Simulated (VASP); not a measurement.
Runs of VASP 6.6.1 on Li5Cl3. The structure is that of space group Im-3m (No. 229), or close to it. The cells are those of the table. The cell was generated, and may not be a known phase.

| task | cell | k mesh | cutoff (eV) | gap on the mesh (eV) | pressure (GPa) | relaxed volume (Å³/atom) |
| --- | --- | --- | --- | --- | --- | --- |
| relaxation of cell and atoms | relaxed from a = 5.843 Å, angles 109.5°, 8 atoms | 8 × 8 × 8 | 600 | none | 0.0 | (a) |
| single point | a = 5.644 Å, angles 109.5°, 8 atoms | 4 × 4 × 4 | 520 | none | - | - |
| single point | a = 5.827 Å, angles 109.5°, 8 atoms | 8 × 8 × 8 | 520 | none | - | - |
| relaxation of cell and atoms | relaxed from a = 5.644 Å, angles 109.5°, 8 atoms | 4 × 4 × 4 | 600 | none | -0.2 | 19.21 |
| single point | a = 5.843 Å, angles 109.5°, 8 atoms | 4 × 4 × 4 | 520 | none | - | - |

Alike in all rows: level PBE; potentials or basis VASP PAW PBE potentials, release 64 (Li_sv, Cl); no spin polarisation; smearing gaussian 0.1 eV.

**Question.** Estimate the missing entries.

**Answer.** (a) 18.95.

Caveats: the cutoff is under 1.25 times the usual one of these potentials, so pressure, stress and relaxed cells hold a basis-set (Pulay) error.

A gap of «none» marks levels without a gap at the run's occupations.
